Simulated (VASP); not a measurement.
Input of a VASP 6.6.1 run:

Contents of INCAR:

```
SYSTEM = AgCl
PREC = Accurate ; ENCUT = 520
EDIFF = 1E-7 ; ISMEAR = 0
SIGMA = 0.05 ; LREAL = .False.
LASPH = .True. ; NELM = 100
ALGO = Normal ; ISIF = 2
LWAVE = .False. ; LCHARG = .False.
GGA = CA ; NBANDS = 16
```

File KPOINTS:

```
regular mesh
0
Gamma
  10 10 10
  0 0 0
```

Contents of POSCAR:

```
AgCl
1.0
    0.0000000000      2.7487956657      2.6773114500
    2.7487956657      0.0000000000      2.6773114500
    2.7487956657      2.7487956657      0.0000000000
Ag Cl
1 1
Direct
    0.5278030294      0.4721969706      0.5278030294
   -0.0845997951      0.0845997951     -0.0845997951
```

Potentials or basis: VASP PAW LDA potentials, release 64 (Ag, Cl).

Command:

```console
$ cat potpaw_LDA.64/Ag/POTCAR potpaw_LDA.64/Cl/POTCAR > POTCAR
$ mpirun -np 1 vasp_std > vasp.out
```

Estimate the band gap on the k mesh.

1.06 eV, indirect (least direct gap 1.37 eV).

Estimate the largest force.

3.420 eV/Å.

What does it give for the pressure?

7.5 GPa.

Stress tensor (GPa, compression positive):
```
-2.97  0.00  0.00
 0.00 27.92  0.00
 0.00  0.00 -2.45
```

Caveat: forces of over 1 eV/Å act on the atoms, so gaps and moduli don't describe the material at rest. A k mesh can miss the band edges.
